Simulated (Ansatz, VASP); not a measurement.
# Ge2Sb2Te5: VASP beside Ansatz

```xyz
9
Lattice="4.2941 0.0000 0.0000 -2.1470 3.7188 0.0000 0.0000 0.0000 17.1013" Properties=species:S:1:pos:R:3 pbc="T T T"
Te    2.1470    1.2396    7.1807
Te    0.0000    2.4792    9.9206
Te    0.0000    2.4792    3.4466
Te    2.1470    1.2396   13.6547
Te    0.0000    0.0000    0.0000
Sb    0.0000    0.0000    5.4736
Sb    0.0000    0.0000   11.6278
Ge    2.1470    1.2396    1.7596
Ge    0.0000    2.4792   15.3417
```

Alike in both runs: task relaxation of cell and atoms; functional RPBE; dispersion D4; k mesh 7 × 7 × 2; occupations fermi-dirac, width 0.05 eV; no spin polarisation.

```csv
,VASP,Ansatz
version,VASP 6.6.1,Ansatz 0.2.0
potentials or method,"VASP PAW PBE potentials, release 64 (Te, Sb, Ge_d)",Ansatz PAW
plane-wave cutoff (eV),600,420
valence electrons in the cell,68,138
```

```csv
,VASP,Ansatz,Ansatz less VASP
"gap on the k mesh at the Fermi level, each at its own relaxed structure (eV)",none,none,-
relaxed volume (Å³/atom),28.26,28.29,+0.031
relaxed length of the cell vector where the two differ most in proportion (Å),16.737,16.748,+0.0116
```

VASP's potentials were made for PBE, not for RPBE. A gap of «none» marks a metal or a gap that the smearing closes. VASP's potentials hold 68 valence electrons a cell and Ansatz's 138, so a difference there can come from the potentials and not from the codes.

Spin-orbit coupling is off throughout. Noted on Ansatz's run: the plane-wave basis is chosen anew once the cell has moved, so the energies of steps on either side of that aren't comparable.
